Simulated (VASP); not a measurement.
Wanted: the native input for a VASP 6.6.1 run.

```yaml
Task: single point
Functional: PBEsol
Potentials_or_basis: VASP PAW PBE potentials, release 64 (Ag)
Cutoff: 500 eV
k_mesh: 14 × 14 × 14
Occupations: fermi-dirac, width 0.1 eV
Spin: no spin polarisation
Dipole_correction: no
Further_INCAR_settings: ALGO = Normal; EDIFF = 1e-06; NBANDS = 12
```

The structure of Ag lies in POSCAR:

```
Ag
1.0
    2.0270457509      2.0270457509      0.0000000000
   -2.0270457509      2.0270457509      0.0000000000
    0.0000000000      2.0270457509      2.0270457509
Ag
1
Direct
    0.0000000000      0.0000000000      0.0000000000
```

One way to write it, as run:

INCAR

```
SYSTEM = Ag
PREC = Accurate
ENCUT = 500
EDIFF = 1E-6
ISMEAR = -1
SIGMA = 0.1
LREAL = .False.
LASPH = .True.
NELM = 120
ALGO = Normal
ISIF = 2
LWAVE = .False.
LCHARG = .False.
GGA = PS
NBANDS = 12
GGA_COMPAT = .False.
```

KPOINTS

```
Automatic mesh
0
Gamma
  14 14 14
  0 0 0
```

Potentials or basis: VASP PAW PBE potentials, release 64 (Ag).

Launch:

```sh
$ cat potpaw_PBE.64/Ag/POTCAR > POTCAR
$ mpirun -np 1 vasp_std > vasp.out
```

It gave:

| Quantity | Value |
| --- | --- |
| Pressure | -0.2 GPa |

Caveat: the PAW data sets were made with another functional, which shifts forces and pressure a little.

Run time: 8.7 s on 1 thread of Intel(R) Xeon(R) 6975P-C (Granite Rapids), with other jobs on the host, peak memory 0.15 GiB.
